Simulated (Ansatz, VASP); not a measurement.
SnO2: VASP beside Ansatz

```
Sn O
1.0
     5.06703    0.00000    0.00000
     0.00000    6.03803    0.00000
     0.00000    0.00000    5.61192
Sn O
4 8
Direct
  0.50000 0.66517 0.75000
  0.00000 0.83483 0.25000
  0.50000 0.33483 0.25000
  0.00000 0.16517 0.75000
  0.73012 0.60706 0.07817
  0.23012 0.89294 0.92183
  0.76988 0.89294 0.57817
  0.26988 0.60706 0.42183
  0.73012 0.39294 0.57817
  0.23012 0.10706 0.42183
  0.76988 0.10706 0.07817
  0.26988 0.39294 0.92183
```

Change from the starting cell: volume 14.308 Å^3 an atom, stretch along b over the lengths across it, relative to the relaxed cell 0.9802.

Alike in both runs: task single point; functional PBE; k mesh 6 × 6 × 6; occupations gaussian, width 0.05 eV; no spin polarisation.

|  | VASP | Ansatz |
| --- | --- | --- |
| version | VASP 6.6.1 | Ansatz 0.2.0 |
| potentials or method | VASP PAW PBE potentials, release 64 (Sn_d, O), cutoff 520 eV | scalar-relativistic, plane waves, PAW |
| valence electrons in the cell | 104 | 104 |

```tsv
	VASP	Ansatz	Ansatz less VASP
gap on the k mesh at the Fermi level (eV)	none	none	-
pressure (GPa)	-18.4	-18.7	-0.32
traceless stress, the component that is largest in VASP (GPa)	2.19	2.20	+0.015
rms of the force components (eV/Å)	0.182	0.188	+0.0056
```

Atom by atom the forces differ by 0.006 eV/Å (rms over components). A gap of «none» marks a metal or a gap that the smearing closes. The functional is the same, so the differences come from potentials, cutoffs and numerics.
